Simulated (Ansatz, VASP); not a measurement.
**Two plane-wave programs on BN**

Contents of INCAR:

```
SYSTEM = BN
PREC = Accurate
ENCUT = 600
EDIFF = 1E-6
ISMEAR = 0
SIGMA = 0.01
LREAL = .FALSE.
LASPH = .TRUE.
NELM = 120
ALGO = Normal
ISIF = 2
LWAVE = .FALSE.
LCHARG = .TRUE.
GGA = PE
LELF = .TRUE.
LVHAR = .TRUE.
NBANDS = 16
GGA_COMPAT = .FALSE.
```

KPOINTS

```
Automatic mesh
0
G
  12 12 8
  0 0 0
```

The input POSCAR:

```
BN
1.0
    2.5360000000      0.0000000000      0.0000000000
   -1.2680000000      2.1962404240      0.0000000000
    0.0000000000      0.0000000000      4.1990000000
B N
2 2
Direct
    0.6666666667      0.3333333333      0.0000000000
    0.3333333333      0.6666666667      0.5000000000
    0.6666666667      0.3333333333      0.3750000000
    0.3333333333      0.6666666667      0.8750000000
```

Input for Ansatz:

```yaml
crystal:
  lattice:
    a: 2.536
    b: 2.536
    c: 4.199
    alpha: 90.0
    beta: 90.0
    gamma: 120.0
  space_group: 186
  atoms:
    - { symbol: B, position: [0.6666666666666666, 0.3333333333333333, 0.0] }
    - { symbol: "N", position: [0.6666666666666666, 0.3333333333333333, 0.375] }
kpoints:
  mp_grid:
    grid: [12, 12, 8]
hamiltonian:
  xc: pbe
scf:
  occupations:
    method: fixed
output:
  stress: true
```

Alike in both runs: task single point; functional PBE; k mesh 12 × 12 × 8; no spin polarisation.

```csv
,VASP,Ansatz
version,VASP 6.6.1,Ansatz 0.2.0
potentials or method,"VASP PAW PBE potentials, release 64 (B, N)","plane waves, PAW"
plane-wave cutoff (eV),600,420
occupations,"gaussian, width 0.01 eV",fixed
valence electrons in the cell,16,16
```

|  | VASP | Ansatz | Ansatz less VASP |
| --- | --- | --- | --- |
| pressure (GPa) | 8.0 | 8.0 | -0.02 |
| traceless stress, the component that is largest in VASP (GPa) | -0.80 | -0.77 | +0.034 |
